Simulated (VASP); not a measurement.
# GaSb in VASP: further runs

The runs below take GaSb through single point, with PBE.

All numbers are computed with VASP 6.6.1; they aren't measurements. Logs are shortened: lines on timing, memory, paths and dates and some standing lists are left out, and cuts for length are marked.

### Step 1. The cell of the first run

Symmetry: F-43m, No. 216, cubic system. Conventional cell: a = 6.525 Å, b = 6.525 Å, c = 6.525 Å, α = 90.00°, β = 90.00°, γ = 90.00°. Within 3.7 Å of Ga (site symmetry -43m) lie 4 Sb at 2.83 Å. Sb (site symmetry -43m) has 4 Ga at 2.83 Å within 3.7 Å.

### Step 2. Single point, PBE (strain +0.050 along x and y, +0.050 along z)

INCAR

```
SYSTEM = GaSb
ALGO = Normal ; EDIFF = 1E-6
ENCUT = 520 ; GGA = PE
ISIF = 2 ; ISMEAR = 0
LASPH = .True. ; LCHARG = .True.
LELF = .True. ; LREAL = .False.
LVHAR = .True. ; LWAVE = .False.
NBANDS = 16 ; NELM = 80
PREC = Accurate ; SIGMA = 0.15
```

KPOINTS

```
k-points
0
Gamma
  16 16 16
  0 0 0
```

POSCAR

```
GaSb
1.0
    0.0000000000      3.2622666633      3.2622666633
    3.2622666633      0.0000000000      3.2622666633
    3.2622666633      3.2622666633      0.0000000000
Ga Sb
1 1
Direct
    0.0000000000      0.0000000000      0.0000000000
    0.7500000000      0.7500000000      0.7500000000
```

Potentials or basis: VASP PAW PBE potentials, release 64 (Ga_d, Sb).

Launch:

```bash
$ cat potpaw_PBE.64/Ga_d/POTCAR potpaw_PBE.64/Sb/POTCAR > POTCAR
$ mpirun -np 1 vasp_std > vasp.out
```

OUTCAR:

```text
SYSTEM = GaSb
   EDIFF = 1E-6
   ENCUT = 520
   GGA = PE
   ISIF = 2
   ISMEAR = 0
   LASPH = .True.
   LREAL = .False.
   NELM = 80
   PREC = Accurate

 ion  position               nearest neighbor table
   1  0.000  0.000  0.000-   2 2.83   2 2.83   2 2.83   2 2.83
   2  0.750  0.750  0.750-   1 2.83   1 2.83   1 2.83   1 2.83

  LATTYP: Found a face centered cubic cell.
 ALAT       =     6.5245333266

  Lattice vectors:

 A1 = (   0.0000000000,   3.2622666633,   3.2622666633)
 A2 = (   3.2622666633,   0.0000000000,   3.2622666633)
 A3 = (   3.2622666633,   3.2622666633,   0.0000000000)

Analysis of symmetry for initial positions (statically):
=====================================================================
 Subroutine PRICEL returns:
 Original cell was already a primitive cell.

 Routine SETGRP: Setting up the symmetry group for a
 face centered cubic supercell.

 Subroutine GETGRP returns: Found 24 space group operations
 (whereof 24 operations were pure point group operations)
 out of a pool of 48 trial point group operations.

The static configuration has the point symmetry T_d .

Analysis of symmetry for dynamics (positions and initial velocities):
=====================================================================
 Subroutine PRICEL returns:
 Original cell was already a primitive cell.

 Routine SETGRP: Setting up the symmetry group for a
 face centered cubic supercell.

 Subroutine GETGRP returns: Found 24 space group operations
 (whereof 24 operations were pure point group operations)
 out of a pool of 48 trial point group operations.

The dynamic configuration has the point symmetry T_d .

 Subroutine INISYM returns: Found 24 space group operations
 (whereof 24 operations are pure point group operations),
 and found     1 'primitive' translations

----------------------------------------------------------------------------------------

                                     Primitive cell

  volume of cell :      69.4366

  direct lattice vectors                    reciprocal lattice vectors
     0.000000000  3.262266663  3.262266663    -0.153267667  0.153267667  0.153267667
     3.262266663  0.000000000  3.262266663     0.153267667 -0.153267667  0.153267667
     3.262266663  3.262266663  0.000000000     0.153267667  0.153267667 -0.153267667

  length of vectors
     4.613541759  4.613541759  4.613541759     0.265467386  0.265467386  0.265467386

  position of ions in fractional coordinates (direct lattice)
     0.000000000  0.000000000  0.000000000
     0.750000000  0.750000000  0.750000000

  ion indices of the primitive-cell ions
   primitive index   ion index
                 1           1
                 2           2

----------------------------------------------------------------------------------------

 KPOINTS: k-points

Automatic generation of k-mesh.
 Grid dimensions read from file:
 generate k-points for:   16   16   16

 Generating k-lattice:

  Cartesian coordinates                     Fractional coordinates (reciprocal lattice)
    -0.009579229  0.009579229  0.009579229     0.062500000  0.000000000  0.000000000
     0.009579229 -0.009579229  0.009579229     0.000000000  0.062500000  0.000000000
     0.009579229  0.009579229 -0.009579229     0.000000000  0.000000000  0.062500000

  Length of vectors
     0.016591712  0.016591712  0.016591712

  Shift w.r.t. Gamma in fractional coordinates (k-lattice)
     0.000000000  0.000000000  0.000000000

 Subroutine IBZKPT returns following result:
 ===========================================

 Found    145 irreducible k-points:

 Following reciprocal coordinates:
            Coordinates               Weight
  0.000000  0.000000  0.000000      1.000000
  0.062500  0.000000  0.000000      8.000000
  0.125000  0.000000  0.000000      8.000000
  0.187500  0.000000  0.000000      8.000000
  0.250000  0.000000  0.000000      8.000000
  0.312500  0.000000  0.000000      8.000000
[... 16 lines left out ...]
 -0.125000  0.062500  0.000000     24.000000
 -0.062500  0.062500  0.000000     12.000000
 [... further k-points ...]
   k-points           NKPTS =    145   k-points in BZ     NKDIM =    145   number of bands    NBANDS=     16
   number of dos      NEDOS =    301   number of ions     NIONS =      2
   total plane-waves  NPLWV =  46656
   dimension x,y,z NGX =    36 NGY =   36 NGZ =   36
   dimension x,y,z NGXF=    72 NGYF=   72 NGZF=   72
   ions per type =               1   1
   NGX,Y,Z   is equivalent  to a cutoff of  12.97, 12.97, 12.97 a.u.
   NGXF,Y,Z  is equivalent  to a cutoff of  25.94, 25.94, 25.94 a.u.
 SYSTEM =  GaSb
   PREC   = accura    normal or accurate (medium, high low for compatibility)
   ISTART =      0    job   : 0-new  1-cont  2-samecut
   ICHARG =      2    charge: 1-file 2-atom 10-const
   ISPIN  =      1    spin polarized calculation?
   LNONCOLLINEAR =      F non collinear calculations
   LSORBIT =      F    spin-orbit coupling
   LASPH  =      T    aspherical Exc in radial PAW
   ENCUT  =  520.0 eV  38.22 Ry    6.18 a.u.   8.58  8.58  8.58*2*pi/ulx,y,z
   NELM   =     80;   NELMIN=  2; NELMDL= -5     # of ELM steps
   EDIFF  = 0.1E-05   stopping-criterion for ELM
   LREAL  =      F    real-space projection
   EDIFFG = 0.1E-04   stopping-criterion for IOM
   NSW    =      0    number of steps for IOM
   IBRION =     -1    ionic relax: 0-MD 1-quasi-New 2-CG
   NFREE  =      0    steps in history (QN), initial steepest desc. (CG)
   ISIF   =      2    stress and relaxation
   ISYM   =      2    0-nonsym 1-usesym 2-fastsym
   POTIM  = 0.5000    time-step for ionic-motion
   TEBEG  =    0.0;   TEEND  =   0.0 temperature during run
   PSTRESS=    0.0 pullay stress
   NELECT =      18.0000    total number of electrons
   NUPDOWN=      -1.0000    fix difference up-down
   EMIN   =  10.00;   EMAX   =-10.00  energy-range for DOS
   EFERMI =   0.00;   METHOD = LEGACY
   ISMEAR =     0;   SIGMA  =   0.15  broadening in eV -4-tet -1-fermi 0-gaus
   EFERMI_NEDOS =   21; number of points for ismear=-14 and -15
   IALGO  =     38    algorithm
   IMIX   =      4    mixing-type and parameters
     AMIX     =   0.40;   BMIX     =  1.00
     AMIX_MAG =   1.60;   BMIX_MAG =  1.00
  volume/ion in A,a.u.               =      34.72       234.29
  Fermi-wavevector in a.u.,A,eV,Ry     =   1.043845  1.972582 14.825090  1.089613
  Thomas-Fermi vector in A             =   2.178572
   LORBIT       =      0    0 simple, 1 ext, 2 COOP (PROOUT), +10 PAW based schemes
   GGA     = PE    functional components
   LHFCALC =     F    Hartree Fock is set to
   AEXX    =    0.0000 exact exchange contribution
   IVDW    =     0    specifies the selected vdW correction
   LEPSILON=     F    determine dielectric tensor
   LRPA    =     F    only Hartree local field effects (RPA)
 non-spin polarized calculation
 Gauss-broadening in eV      SIGMA  =   0.15
  energy-cutoff  :      520.00
  volume of cell :       69.44
 maximum number of plane-waves:      1895
   NGX = 17   NGY = 17   NGZ = 17

 number of electron      17.9999988 magnetization

 Free energy of the ion-electron system (eV)
  ---------------------------------------------------
  ext. energy  EPLUGINS =         0.00000000
  ---------------------------------------------------
  free energy    TOTEN  =        -7.22054432 eV

  energy without entropy =       -7.21952493  energy(sigma->0) =       -7.22003463

 E-fermi :   3.1406     XC(G=0):  -8.2732

 val. band max:        3.0937593191   @ k =   0.0000   0.0000   0.0000
 cond. band min:       3.1551777372   @ k =   0.5000   0.0000   0.0000
 fundamental gap:      0.0614184181
 Fermi energy:         3.1405604830

 k-point     1 :       0.0000    0.0000    0.0000
  band No.  band energies     occupation
      1     -11.6642      2.00000
      2     -11.6642      2.00000
      3     -11.6642      2.00000
      4     -11.6378      2.00000
      5     -11.6378      2.00000
      6      -7.2042      2.00000
[... 8 lines left out ...]
     15      11.3190      0.00000
     16      11.3190      0.00000

 k-point     2 :       0.0625    0.0000    0.0000
  band No.  band energies     occupation
      1     -11.6647      2.00000
      2     -11.6640      2.00000
      3     -11.6640      2.00000
      4     -11.6378      2.00000
      5     -11.6378      2.00000
      6      -7.1729      2.00000
[... 8 lines left out ...]
     15      11.0674      0.00000
     16      11.0674      0.00000

 k-point     3 :       0.1250    0.0000    0.0000
  band No.  band energies     occupation
      1     -11.6659      2.00000
      2     -11.6633      2.00000
      3     -11.6633      2.00000
      4     -11.6378      2.00000
      5     -11.6378      2.00000
      6      -7.0804      2.00000
[... 8 lines left out ...]
     15      10.7113      0.00000
     16      10.7113      0.00000

 k-point     4 :       0.1875    0.0000    0.0000
  band No.  band energies     occupation
      1     -11.6679      2.00000
      2     -11.6624      2.00000
      3     -11.6624      2.00000
      4     -11.6379      2.00000
      5     -11.6379      2.00000
      6      -6.9312      2.00000
[... 8 lines left out ...]
     15      10.4968      0.00000
     16      10.4968      0.00000

 k-point     5 :       0.2500    0.0000    0.0000
  band No.  band energies     occupation
      1     -11.6701      2.00000
      2     -11.6614      2.00000
      3     -11.6614      2.00000
      4     -11.6378      2.00000
      5     -11.6378      2.00000
      6      -6.7344      2.00000
[... 8 lines left out ...]
     15      10.5021      0.00000
     16      10.5021      0.00000

 k-point     6 :       0.3125    0.0000    0.0000
  band No.  band energies     occupation
      1     -11.6724      2.00000
      2     -11.6604      2.00000
      3     -11.6604      2.00000
      4     -11.6378      2.00000
      5     -11.6378      2.00000
      6      -6.5068      2.00000
[... 8 lines left out ...]
     15      10.7579      0.00000
     16      10.7579      0.00000

 k-point     7 :       0.3750    0.0000    0.0000
  band No.  band energies     occupation
      1     -11.6743      2.00000
      2     -11.6596      2.00000
      3     -11.6596      2.00000
      4     -11.6376      2.00000
      5     -11.6376      2.00000
      6      -6.2783      2.00000
[... 8 lines left out ...]
     15      11.2411      0.00000
     16      11.2411      0.00000

 k-point     8 :       0.4375    0.0000    0.0000
  band No.  band energies     occupation
      1     -11.6756      2.00000
      2     -11.6591      2.00000
      3     -11.6591      2.00000
      4     -11.6375      2.00000
      5     -11.6375      2.00000
      6      -6.0984      2.00000
[... 8 lines left out ...]
     15      11.8723      0.00000
     16      11.8723      0.00000

 k-point     9 :       0.5000    0.0000    0.0000
  band No.  band energies     occupation
      1     -11.6761      2.00000
      2     -11.6590      2.00000
      3     -11.6590      2.00000
      4     -11.6375      2.00000
      5     -11.6375      2.00000
      6      -6.0280      2.00000
[... 8 lines left out ...]
     15      11.9908      0.00000
     16      12.3232      0.00000
[... 172 lines left out ...]
 k-point    19 :      -0.3750    0.0625    0.0000
  band No.  band energies     occupation
      1     -11.6751      2.00000
      2     -11.6593      2.00000
      3     -11.6591      2.00000
      4     -11.6378      2.00000
      5     -11.6375      2.00000
      6      -6.1861      2.00000
[... 8 lines left out ...]
     15      11.0325      0.00000
     16      12.0669      0.00000

 k-point    20 :      -0.3125    0.0625    0.0000
  band No.  band energies     occupation
      1     -11.6734      2.00000
      2     -11.6601      2.00000
      3     -11.6597      2.00000
      4     -11.6380      2.00000
      5     -11.6375      2.00000
      6      -6.4040      2.00000
[... 8 lines left out ...]
     15      10.4999      0.00000
     16      11.4865      0.00000

 k-point    21 :      -0.2500    0.0625    0.0000
  band No.  band energies     occupation
      1     -11.6713      2.00000
      2     -11.6611      2.00000
      3     -11.6605      2.00000
      4     -11.6381      2.00000
      5     -11.6376      2.00000
      6      -6.6352      2.00000
[... 8 lines left out ...]
     15      10.2207      0.00000
     16      11.0673      0.00000

 k-point    22 :      -0.1875    0.0625    0.0000
  band No.  band energies     occupation
      1     -11.6691      2.00000
      2     -11.6621      2.00000
      3     -11.6615      2.00000
      4     -11.6381      2.00000
      5     -11.6376      2.00000
      6      -6.8438      2.00000
[... 8 lines left out ...]
     15      10.1516      0.00000
     16      10.7599      0.00000

 k-point    23 :      -0.1250    0.0625    0.0000
  band No.  band energies     occupation
      1     -11.6671      2.00000
      2     -11.6631      2.00000
      3     -11.6625      2.00000
      4     -11.6381      2.00000
      5     -11.6377      2.00000
      6      -7.0096      2.00000
[... 8 lines left out ...]
     15      10.2872      0.00000
     16      10.7384      0.00000

 k-point    24 :      -0.0625    0.0625    0.0000
  band No.  band energies     occupation
      1     -11.6655      2.00000
      2     -11.6637      2.00000
      3     -11.6634      2.00000
      4     -11.6379      2.00000
      5     -11.6377      2.00000
      6      -7.1212      2.00000
[... 8 lines left out ...]
     15      10.6271      0.00000
     16      10.9816      0.00000

 [... further k-points ...]
[... 5 lines left out ...]
  --------------------------------------------------------------------------------------
  -------------------------------------------------------------------------------------
  Total       -1.9687248     -1.9687248     -1.9687248      0.0000000     -0.0000000     -0.0000000
  in kB      -45.4262846    -45.4262846    -45.4262846      0.0000000     -0.0000000     -0.0000000
  external PRESSURE =     -45.4262846 kB  Pullay stress =       0.0000000 kB

 VOLUME and BASIS-vectors are now :
 -----------------------------------------------------------------------------
  energy-cutoff  :      520.00
  volume of cell :       69.44
      direct lattice vectors                 reciprocal lattice vectors
     0.000000000  3.262266663  3.262266663    -0.153267667  0.153267667  0.153267667
     3.262266663  0.000000000  3.262266663     0.153267667 -0.153267667  0.153267667
     3.262266663  3.262266663  0.000000000     0.153267667  0.153267667 -0.153267667

 POSITION                                       TOTAL-FORCE (eV/Angst)
 -----------------------------------------------------------------------------------
      0.00000      0.00000      0.00000        -0.000000     -0.000000     -0.000000
      4.89340      4.89340      4.89340         0.000000      0.000000      0.000000
 -----------------------------------------------------------------------------------
    total drift:                               -0.000001     -0.000001     -0.000001

  FREE ENERGIE OF THE ION-ELECTRON SYSTEM (eV)
  ---------------------------------------------------
  free  energy   TOTEN  =        -7.2205443248 eV

  energy  without entropy=       -7.2195249272  energy(sigma->0) =       -7.22003463
```

Wall time 53 s (1 thread of Intel Xeon 6975P-C (Granite Rapids), shared host); peak memory 0.32 GiB.

Results:

| Property | Result |
| --- | --- |
| Free energy | -7.2205 eV |
| Pressure | -4.5 GPa |
| Band gap on the k mesh | zero (filled and empty bands touch) |

Caveat: the cell differs from its parent crystal (strain +0.050 along x and y, +0.050 along z); spin-orbit coupling is left out, which moves the levels of the heavy elements.

### Step 3. Single point, PBE (strain -0.050 along x and y, -0.050 along z)

INCAR

```
ALGO = Normal ; EDIFF = 1E-6
ENCUT = 520 ; GGA = PE
ISIF = 2 ; ISMEAR = 0
LASPH = True ; LCHARG = False
LREAL = False ; LWAVE = False
NBANDS = 16 ; NELM = 80
PREC = Accurate ; SIGMA = 0.15
```

KPOINTS

```
k-points
0
Gamma
  16 16 16
```

POSCAR

```
GaSb
1.0
    0.0000000000      2.9515746001      2.9515746001
    2.9515746001      0.0000000000      2.9515746001
    2.9515746001      2.9515746001      0.0000000000
Ga Sb
1 1
Direct
    0.0000000000      0.0000000000      0.0000000000
    0.7500000000      0.7500000000      0.7500000000
```

Potentials or basis: VASP PAW PBE potentials, release 64 (Ga_d, Sb).

Launch:

```bash
$ cat potpaw_PBE.64/Ga_d/POTCAR potpaw_PBE.64/Sb/POTCAR > POTCAR
$ mpirun -np 1 vasp_std > vasp.out
```

Run time: 29 s. Hardware: 1 thread of Intel Xeon 6975P-C (Granite Rapids), shared host; peak memory 0.26 GiB.

It converged, with:

- Free energy: -7.1400 eV
- Pressure: 10.1 GPa
- Band gap on the k mesh: 0.64 eV, indirect (least direct gap 0.83 eV)

Levels at points of the mesh, in eV from the valence-band top:
| k point | band 7 | band 8 | band 9 | band 10 | band 11 | band 12 |
| --- | --- | --- | --- | --- | --- | --- |
| (0.00, 0.00, 0.00) | 0.00 | 0.00 | 0.00 | 0.83 | 2.73 | 2.73 |
| (0.50, 0.00, 0.00) | -6.95 | -1.34 | -1.34 | 0.64 | 3.73 | 3.73 |
| (0.50, 0.50, 0.00) | -7.34 | -2.98 | -2.98 | 0.76 | 1.03 | 9.40 |

Caveat: the cell differs from its parent crystal (strain -0.050 along x and y, -0.050 along z); spin-orbit coupling is left out, which moves the levels of the heavy elements.

### Step 4. Single point, PBE (strain -0.025 along x and y, +0.000 along z)

INCAR

```
ALGO     = Normal         # electronic algorithm
EDIFF    = 1E-6           # SCF threshold, eV
ENCUT    = 520            # plane-wave cutoff, eV
GGA      = PE             # functional
ISIF     = 2              # what is computed and relaxed
ISMEAR   = 0              # smearing method
LASPH    = True           # aspherical terms in the spheres
LCHARG   = True           # write CHGCAR
LELF     = True           # ELF
LREAL    = False          # projectors in reciprocal space
LVHAR    = True         
LWAVE    = False          # write WAVECAR
NBANDS   = 16             # bands
NELM     = 80             # most SCF steps
PREC     = Accurate       # precision mode
SIGMA    = 0.15           # smearing width, eV
```

KPOINTS is that of step 3.

POSCAR

```
GaSb
1.0
    0.0000000000      3.0292476159      3.1069206317
    3.0292476159      0.0000000000      3.1069206317
    3.0292476159      3.0292476159      0.0000000000
Ga Sb
1 1
Direct
    0.0000000000      0.0000000000      0.0000000000
    0.7500000000      0.7500000000      0.7500000000
```

Launch:

```bash
$ cat potpaw_PBE.64/Ga_d/POTCAR potpaw_PBE.64/Sb/POTCAR > POTCAR
$ mpirun -np 1 vasp_std > vasp.out
```

Run time: 76 s. Hardware: 1 thread of Intel Xeon 6975P-C (Granite Rapids), shared host; peak memory 0.44 GiB.

It converged, with:

```yaml
Free_energy: -7.3465 eV
Pressure: 2.6 GPa
```

Stress tensor (GPa, compression positive):
```
3.00 0.00 0.00
0.00 3.00 0.00
0.00 0.00 1.87
```

Levels at points of the mesh, in eV from the Fermi level:
```
           k point  band 5  band 6  band 7  band 8  band 9  band 10  band 11  band 12  band 13  band 14
(0.00, 0.00, 0.00)  -15.15  -11.67   -0.27   -0.11   -0.11    -0.10     2.59     2.59     2.67     5.65
(0.50, 0.00, 0.00)  -15.15  -10.03   -6.55   -1.42   -1.23     0.24     3.53     3.65     6.31     9.19
(0.50, 0.50, 0.00)  -15.15   -9.26   -7.07   -2.65   -2.65     0.87     1.19     8.53     8.53     9.87
(0.50, 0.00, 0.50)  -15.15   -9.17   -6.95   -2.81   -2.79     0.67     1.03     8.51     8.53     9.91
```

Caveat: the cell differs from its parent crystal (strain -0.025 along x and y, +0.000 along z); spin-orbit coupling is left out, which moves the levels of the heavy elements.

(Part 1 of 2 ends here.)
